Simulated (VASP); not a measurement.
Crystal: HfO2.

```
Hf O
1.0
     0.00000    2.54881    2.54881
     2.54881    0.00000    2.54881
     2.54881    2.54881    0.00000
Hf O
1 2
Direct
  0.00000 0.00000 0.00000
  0.25000 0.25000 0.25000
  0.75000 0.75000 0.75000
```

| Property | Result |
| --- | --- |
| Program | VASP 6.6.1 |
| Task | relaxation of cell and atoms |
| Functional | r2SCAN |
| Potentials or basis | VASP PAW PBE potentials, release 64 (Hf_pv, O) |
| Cutoff | 660 eV |
| k mesh | 8 × 8 × 8 |
| Occupations | fermi-dirac, width 0.02 eV |
| Spin | no spin polarisation |

At the start: pressure -10.1 GPa; volume 11.04 Å³/atom.

Question: Where does the relaxation end?

Answer: Over 4 steps the energy falls by 13.6 meV/atom and the volume is 10.62 Å³/atom (-3.8 %); space group Fm-3m (No. 225, to 0.1 Å) before and after.

The path:
```csv
step,energy change (eV),largest force (eV/Å),pressure (GPa),volume (Å³)
1,0.0000,0.0000,-10.06,33.12
2,0.0747,0.0000,20.12,29.91
3,-0.0408,0.0000,-0.25,31.87
4,-0.0408,0.0000,-0.02,31.85
```

Final structure:
```xyz
3
Lattice="0.0000 2.5158 2.5158 2.5158 0.0000 2.5158 2.5158 2.5158 0.0000" Properties=species:S:1:pos:R:3 pbc="T T T"
Hf    5.0317    5.0317    5.0317
O     1.2579    1.2579    1.2579
O     3.7737    3.7737    3.7737
```

Caveat: the PAW data sets were made with another functional, which shifts forces and pressure a little.
